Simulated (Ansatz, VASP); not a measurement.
## Bi in VASP and in Ansatz

```
Bi
1.0
     5.64603    0.00000    0.00000
    -2.82301    4.88960    0.00000
     0.00000    0.00000    3.46101
Bi
3
Direct
  0.00000 0.00000 0.00000
  0.33333 0.66667 0.50000
  0.66667 0.33333 0.50000
```

Alike in both runs: task relaxation of cell and atoms; functional PBEsol; k mesh 7 × 7 × 9; occupations fermi-dirac, width 0.1 eV; no spin polarisation.

|  | VASP | Ansatz |
| --- | --- | --- |
| version | VASP 6.6.1 | Ansatz 0.2.0 |
| potentials or method | VASP PAW PBE potentials, release 64 (Bi_d), cutoff 600 eV | plane waves (420 eV) with PAW, scalar-relativistic |
| valence electrons in the cell | 45 | 45 |

Ansatz gave:

| Property | Result |
| --- | --- |
| relaxed volume (Å³/atom) | 30.38 |
| relaxed length of the cell vector where the two differ most in proportion (Å) | 5.627 |

Task: Estimate VASP's values.

Result: Relaxed volume (Å³/atom): 30.39; relaxed length of the cell vector where the two differ most in proportion (Å): 5.628.

VASP's potentials were made for PBE, not for PBEsol, and Ansatz warns of the same on its side.

Spin-orbit coupling is off throughout.
